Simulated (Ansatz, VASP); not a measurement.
## Hf in VASP and in Ansatz

```
Hf
1.0
     0.00000    2.22000    2.22000
     2.22000    0.00000    2.22000
     2.22000    2.22000    0.00000
Hf
1
Direct
  0.00000 0.00000 0.00000
```

Alike in both runs: task single point; functional PBEsol; k mesh 14 × 14 × 14; occupations gaussian, width 0.05 eV; no spin polarisation.

|  | VASP | Ansatz |
| --- | --- | --- |
| version | VASP 6.6.1 | Ansatz 0.2.0 |
| potentials or method | VASP PAW PBE potentials, release 64 (Hf_pv), cutoff 500 eV | scalar-relativistic, plane waves, PAW |
| valence electrons in the cell | 10 | 26 |

```csv
,VASP,Ansatz,Ansatz less VASP
gap on the k mesh at the Fermi level (eV),none,none,-
pressure (GPa),-1.9,-1.5,+0.40
```

VASP's potentials were made for PBE, not for PBEsol. A gap of «none» marks a metal or a gap that the smearing closes. VASP's potentials hold 10 valence electrons a cell and Ansatz's 26, so a difference there can come from the potentials and not from the codes.

Spin-orbit coupling is off throughout.
